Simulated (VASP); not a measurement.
**ErBe3Pd: single point with PBE**

ErBe3Pd:

```xyz
5
Lattice="3.5271 0.0000 0.0000 0.0000 3.5271 0.0000 0.0000 0.0000 3.5271" Properties=species:S:1:pos:R:3 pbc="T T T"
Er    0.0000    0.0000    0.0000
Be    0.0000    1.7635    1.7635
Be    1.7635    0.0000    1.7635
Be    1.7635    1.7635    0.0000
Pd    1.7635    1.7635    1.7635
```

The cell was built from a structure type or drawn by symmetry, and may not be a known phase.

```yaml
Program: VASP 6.6.1
Task: single point
Functional: PBE
Potentials_or_basis: VASP PAW PBE potentials, release 64 (Er_3, Be, Pd), 4f in core
Cutoff: 600 eV
k_mesh: 6 × 6 × 6
Occupations: gaussian, width 0.1 eV
Spin: no spin polarisation
Dipole_correction: no
Mended: yes
Further_INCAR_settings: ALGO = Normal; EDIFF = 1e-06; NBANDS = 20
```

```yaml
Pressure: 156.8 GPa
Band_gap_on_the_k_mesh: zero (an odd number of electrons rules out a gap without spin polarisation)
```

Levels at points of the mesh, in eV from the Fermi level:
```
           k point  band 8  band 9  band 10  band 11  band 12  band 13  band 14  band 15  band 16  band 17
(0.00, 0.00, 0.00)   -6.63   -6.63    -0.76    -0.76    -0.76    -0.16    -0.16     4.71     4.71     4.71
(0.50, 0.00, 0.00)   -6.92   -6.54    -6.49    -2.23    -2.17    -2.17     4.60     5.13     6.36     6.36
(0.50, 0.50, 0.00)   -7.69   -6.90    -2.81    -2.81    -0.46     2.39     2.39     2.88     5.73     5.73
(0.50, 0.50, 0.50)   -8.00   -4.78    -3.76    -3.76    -3.76     2.82     2.82     2.82     6.36     7.30
```

It took 19 s on 1 thread of Intel(R) Xeon(R) Platinum 8259CL CPU @ 2.50GHz (Skylake/Cascade Lake) (shared host), peak memory 0.17 GiB.

Caveat: the cell stands under pressure; spin-orbit coupling is left out, which moves the levels of the heavy elements; the 4f electrons are frozen in the core, so they carry no moment and show no levels. Spin polarisation is off, so any magnetic state and its effect on volume and gap are missing.
